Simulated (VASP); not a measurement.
# WC: single point with PBEsol

The system is WC.

```xyz
2
Lattice="0.0000 2.1479 2.1479 2.1479 0.0000 2.1479 2.1479 2.1479 0.0000" Properties=species:S:1:pos:R:3 pbc="T T T"
W     0.0000    0.0000    0.0000
C     2.1479    2.1479    2.1479
```

This cell differs from its parent crystal: volume scaled by 0.94.

```
Program                : VASP 6.6.1
Task                   : single point
Functional             : PBEsol
Potentials or basis    : VASP PAW PBE potentials, release 64 (W_sv, C)
Cutoff                 : 520 eV
k mesh                 : 10 × 10 × 10
Occupations            : fermi-dirac, width 0.05 eV
Spin                   : no spin polarisation
Dipole correction      : no
Further INCAR settings : ALGO = Normal; EDIFF = 1e-06; NBANDS = 16
```

- Pressure: 15.6 GPa
- Band gap on the k mesh: zero (band 9 reaches 14.40 eV, above the bottom of band 10 at 10.90 eV)

Levels at points of the mesh, in eV from the Fermi level:
```
           k point  band 5  band 6  band 7  band 8  band 9  band 10  band 11  band 12  band 13  band 14
(0.00, 0.00, 0.00)  -16.39   -3.06   -3.06   -3.06   -1.21    -1.21    -1.21    -1.09    -1.09     7.19
(0.50, 0.00, 0.00)  -11.30  -10.42   -7.09   -7.09    1.13     1.13     2.54     4.93     9.46     9.46
(0.50, 0.50, 0.00)  -14.12   -6.34   -5.79   -2.64   -2.64     0.92     2.49     2.49     5.99     8.08
```

Wall time 9.4 s on 1 thread of Intel(R) Xeon(R) Platinum 8259CL CPU @ 2.50GHz (Skylake/Cascade Lake), on a shared host, peak memory 0.15 GiB.

Caveat: the PAW data sets were made with another functional, which shifts forces and pressure a little; spin-orbit coupling is left out, which moves the levels of the heavy elements.
